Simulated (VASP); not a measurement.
Wanted: the native input for a VASP 6.6.1 run.

```yaml
Task: single point
Functional: r2SCAN
Potentials_or_basis: VASP PAW PBE potentials, release 64 (Zn, S)
Cutoff: 520 eV
k_mesh: 8 × 8 × 3
Occupations: fermi-dirac, width 0.05 eV
Spin: no spin polarisation
Dipole_correction: no
Further_INCAR_settings: ALGO = Normal; EDIFF = 1e-06; NBANDS = 46
```

The system is ZnS.

```
Zn S
1.0
     3.80824    0.00000    0.00000
    -1.90412    3.29803    0.00000
     0.00000    0.00000   12.46683
Zn S
4 4
Cartesian
  1.9041 1.0993 9.3507
  0.0000 2.1987 3.1173
  0.0000 0.0000 6.2344
  0.0000 0.0000 0.0010
  1.9041 1.0993 11.6890
  0.0000 2.1987 5.4556
  0.0000 0.0000 8.5680
  0.0000 0.0000 2.3346
```

The input as run:

POSCAR

```
ZnS
1.0
    3.8082388517      0.0000000000      0.0000000000
   -1.9041194258      3.2980315892      0.0000000000
    0.0000000000      0.0000000000     12.4668285016
Zn S
4 4
Direct
    0.6666666667      0.3333333333      0.7500467535
    0.3333333333      0.6666666667      0.2500467535
    0.0000000000      0.0000000000      0.5000792131
    0.0000000000      0.0000000000      0.0000792131
    0.6666666667      0.3333333333      0.9376105123
    0.3333333333      0.6666666667      0.4376105123
    0.0000000000      0.0000000000      0.6872635211
    0.0000000000      0.0000000000      0.1872635211
```

INCAR.step1

```
PREC = Accurate ; ENCUT = 520
ISMEAR = -1 ; SIGMA = 0.05
LREAL = False ; LASPH = True
NELM = 100 ; NBANDS = 46
GGA = PE ; ALGO = Normal
EDIFF = 1E-4 ; LWAVE = True
LCHARG = False
```

INCAR.step2

```
PREC = Accurate ; ENCUT = 520
EDIFF = 1E-6 ; ISMEAR = -1
SIGMA = 0.05 ; LREAL = False
LASPH = True ; NELM = 100
ALGO = Normal ; ISIF = 2
LWAVE = False ; LCHARG = False
METAGGA = R2SCAN ; LMIXTAU = True
NBANDS = 46 ; ISTART = 1
```

KPOINTS

```
Automatic mesh
0
Gamma
  8 8 3
```

Potentials or basis: VASP PAW PBE potentials, release 64 (Zn, S).

The run is started by

```sh
$ cat potpaw_PBE.64/Zn/POTCAR potpaw_PBE.64/S/POTCAR > POTCAR
$ cp INCAR.step1 INCAR
$ mpirun -np 1 vasp_std > vasp.out
$ cp INCAR.step2 INCAR
$ mpirun -np 1 vasp_std > vasp.out
```

It gave:

```yaml
Pressure: 0.0 GPa
Largest_force: 0.004 eV/Å
Band_gap_on_the_k_mesh: 2.75 eV
```

Caveat: the PAW data sets were made with another functional, which shifts forces and pressure a little.

Run time: 13 min on 1 thread of Intel Xeon 8259CL, with other jobs on the host, peak memory 0.35 GiB.
